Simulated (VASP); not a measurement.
YN, 2 atoms in the cell. Symmetry: Fm-3m, No. 225, cubic system. Conventional cell: a = 4.716 Å, b = 4.716 Å, c = 4.716 Å, α = 90.00°, β = 90.00°, γ = 90.00°. Y (site symmetry m-3m) has 6 N at 2.36 Å within 3.1 Å. Within 3.1 Å of N (site symmetry m-3m) lie 6 Y at 2.36 Å.  This cell differs from its parent crystal: volume scaled by 0.936 of the coarse rest volume.

* Program: VASP 6.6.1
* Task: single point
* Functional: LDA
* Potentials or basis: VASP PAW LDA potentials, release 64 (Y_sv, N)
* Cutoff: 600 eV
* k mesh: 16 × 16 × 16
* Occupations: fermi-dirac, width 0.15 eV
* Spin: no spin polarisation
* Dipole correction: no
* Further INCAR settings: ALGO = Normal; EDIFF = 1e-06; NBANDS = 15

Potentials or basis: VASP PAW LDA potentials, release 64 (Y_sv, N).

Run with:

```console
$ cat potpaw_LDA.64/Y_sv/POTCAR potpaw_LDA.64/N/POTCAR > POTCAR
$ mpirun -np 1 vasp_std > vasp.out
```

Hardware: 1 thread of Intel(R) Xeon(R) 6975P-C (Granite Rapids) (shared host).

Task: Estimate the wall time of this run.

Result: Run time: 34 s on 1 thread of Intel(R) Xeon(R) 6975P-C (Granite Rapids), on a shared host, peak memory 0.22 GiB. Counts: scf iterations 13, k points 145.
